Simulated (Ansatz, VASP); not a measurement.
## Zr2Ta3O2 in VASP and in Ansatz

```
Zr Ta O
1.0
     3.07897    0.00000    0.00000
    -1.53949    2.66647    0.00000
     0.00000    0.00000   13.20635
Zr Ta O
2 3 2
Direct
  0.66667 0.33333 0.40308
  0.33333 0.66667 0.59692
  0.33333 0.66667 0.18282
  0.66667 0.33333 0.81718
  0.00000 0.00000 0.00000
  0.00000 0.00000 0.28873
  0.00000 0.00000 0.71127
```

Alike in both runs: functional PBE; k mesh 6 × 6 × 2; occupations gaussian, width 0.2 eV; no spin polarisation.

Ansatz relaxed the structure, and its values are those at the end. VASP's run is a single point on that final structure, the one shown.

```csv
,VASP,Ansatz
version,VASP 6.6.1,Ansatz 0.2.0
potentials or method,"VASP PAW PBE potentials, release 64 (Zr_sv, Ta_pv, O), cutoff 600 eV","scalar-relativistic, plane waves, PAW"
valence electrons in the cell,69,75
```

|  | VASP | Ansatz | Ansatz less VASP |
| --- | --- | --- | --- |
| gap on the k mesh at the Fermi level (eV) | none | none | - |
| pressure (GPa) | -0.1 | -0.2 | -0.11 |
| rms of the force components (eV/Å) | 0.013 | 0.009 | -0.0039 |

A gap of «none» marks a metal or a gap that the smearing closes. VASP's potentials hold 69 valence electrons a cell and Ansatz's 75, so a difference there can come from the potentials and not from the codes.

The k mesh is coarse, so the values compare programs but aren't converged. Spin-orbit coupling is off throughout.
